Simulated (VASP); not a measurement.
Set up this calculation in VASP 6.6.1, as the native input.

```yaml
Task: electric field gradients
Functional: LDA
Potentials_or_basis: VASP PAW LDA potentials, release 64 (Zr_sv, B)
Cutoff: 520 eV
k_mesh: 13 × 13 × 10
Occupations: fermi-dirac, width 0.03 eV
Spin: no spin polarisation
Dipole_correction: no
Further_INCAR_settings: ALGO = Normal; EDIFF = 1e-08; NBANDS = 16
```

The structure of ZrB2 lies in POSCAR:

```
ZrB2
1.0
    3.1222243140      0.0000000000      0.0000000000
   -1.5611121570      2.7039255722      0.0000000000
    0.0000000000      0.0000000000      3.4724266007
Zr B
1 2
Direct
    0.0000000000      0.0000000000      0.0000000000
    0.3333333333      0.6666666667      0.5000000000
    0.6666666667      0.3333333333      0.5000000000
```

This cell differs from its parent crystal: volume scaled by 0.96.

One way to write it, as run:

INCAR

```
SYSTEM = ZrB2
PREC = Accurate
ENCUT = 520
EDIFF = 1E-8
ISMEAR = -1
SIGMA = 0.03
LREAL = .FALSE.
LASPH = .TRUE.
NELM = 60
ALGO = Normal
ISIF = 2
LWAVE = .FALSE.
LCHARG = .FALSE.
LEFG = .TRUE.
NBANDS = 16
```

KPOINTS

```
regular mesh
0
G
  13 13 10
  0 0 0
```

Potentials or basis: VASP PAW LDA potentials, release 64 (Zr_sv, B).

The run is started by

```sh
$ cat potpaw_LDA.64/Zr_sv/POTCAR potpaw_LDA.64/B/POTCAR > POTCAR
$ mpirun -np 1 vasp_std > vasp.out
```

It gave:

```
Pressure               : 3.6 GPa
Band gap on the k mesh : zero (band 9 reaches 11.62 eV, above the bottom of band 10 at 10.70 eV)
```

Caveat: without QUAD_EFG the Cq values of the log hold for a quadrupole moment of 1 mb, not for the nuclei.

Wall time 81 s on 1 thread of AMD EPYC 7R13, with other jobs on the host, peak memory 0.14 GiB.
